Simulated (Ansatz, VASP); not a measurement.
## Al5N: VASP beside Ansatz

File INCAR:

```
SYSTEM = Al5N
ALGO     = Normal         ! electronic algorithm
EDIFF    = 1E-7           ! SCF threshold, eV
EDIFFG   = -0.04          ! ionic threshold
ENCUT    = 600            ! plane-wave cutoff, eV
GGA      = PE             ! functional
IBRION   = 2              ! ionic algorithm
ISIF     = 3              ! what is computed and relaxed
ISMEAR   = 0              ! smearing method
ISPIN    = 2              ! spin polarisation
LASPH    = .True.         ! aspherical terms in the spheres
LCHARG   = .False.        ! write CHGCAR
LORBIT   = 11             ! projections on sites
LREAL    = .False.        ! projectors in reciprocal space
LWAVE    = .False.        ! write WAVECAR
MAGMOM   = 0 0 0 0 0 1    ! initial moments
NELM     = 150            ! most SCF steps
NSW      = 90             ! ionic steps
PREC     = Accurate       ! precision mode
SIGMA    = 0.1            ! smearing width, eV
```

Contents of KPOINTS:

```
k-points
0
Gamma
  6 6 4
  0 0 0
```

The input POSCAR:

```
Al5N
1.0
    5.0753162700      0.0000000000      0.0000000000
   -2.5376581400      4.3953528200      0.0000000000
    0.0000000000      0.0000000000      4.2252214400
Al N
5 1
Direct
    0.0000000000      0.5000000000      0.5000000000
    0.3333333300      0.6666666700      0.0000000000
    0.6666666700      0.3333333300      0.0000000000
    0.5000000000      0.0000000000      0.5000000000
    0.5000000000      0.5000000000      0.5000000000
    0.0000000000      0.0000000000      0.0000000000
```

Input for Ansatz:

```yaml
crystal:
  lattice:
    - [5.07531627, 0.0, 0.0]
    - [-2.53765814, 4.39535282, 0.0]
    - [0.0, 0.0, 4.22522144]
  atoms:
    - { symbol: Al, position: [0.0, 0.5, 0.5] }
    - { symbol: Al, position: [0.33333333, 0.66666667, 0.0] }
    - { symbol: Al, position: [0.66666667, 0.33333333, 0.0] }
    - { symbol: Al, position: [0.5, 0.0, 0.5] }
    - { symbol: Al, position: [0.5, 0.5, 0.5] }
    - { symbol: "N", position: [0.0, 0.0, 0.0], spin: 1.0 }
basis:
  ecutwfc: 420
kpoints:
  mp_grid: { grid: [6, 6, 4] }
hamiltonian:
  xc: pbe
scf:
  occupations: { method: gaussian, width: 0.1 }
  lower_state_search: "off"
output:
  forces: true
  stress: true
  eigenvalues: true
  populations: true
magnetization:
  spin_polarized: true
relax:
  adjacent_minimum: "off"
  f_tol: 0.04
  max_steps: 70
  cell: { stress_tol: 0.4 }
```

Change from the starting cell: species swapped into the DyRh5 type (P6/mmm, No. 191).

Alike in both runs: task relaxation of cell and atoms; functional PBE; k mesh 6 × 6 × 4; occupations gaussian, width 0.1 eV; collinear spin.

```csv
,VASP,Ansatz
version,VASP 6.6.1,Ansatz 0.2.0
potentials or method,"VASP PAW PBE potentials, release 64 (Al, N), cutoff 600 eV","scalar-relativistic, plane waves, PAW"
valence electrons in the cell,20,20
```

Ansatz gave:

| Item | Value |
| --- | --- |
| gap on the k mesh at the Fermi level, each at its own relaxed structure (eV) | none |
| net moment per atom (μB) | 0.28 |
| size of the moment on the site where the two differ most (μB) | 1.58 |
| relaxed volume (Å³/atom) | 18.21 |
| relaxed length of the cell vector where the two differ most in proportion (Å) | 4.618 |

Estimate VASP's values.

gap on the k mesh at the Fermi level, each at its own relaxed structure (eV): none; net moment per atom (μB): 0.28; size of the moment on the site where the two differ most (μB): 1.14; relaxed volume (Å³/atom): 18.22; relaxed length of the cell vector where the two differ most in proportion (Å): 4.620.

Site moments also hang on the region over which each program counts them. A gap of «none» marks a metal or a gap that the smearing closes.

The k mesh is coarse, so the values compare programs but aren't converged. Noted on VASP's run: the volume moved by over 15 % at a fixed basis, so the end points are rough.
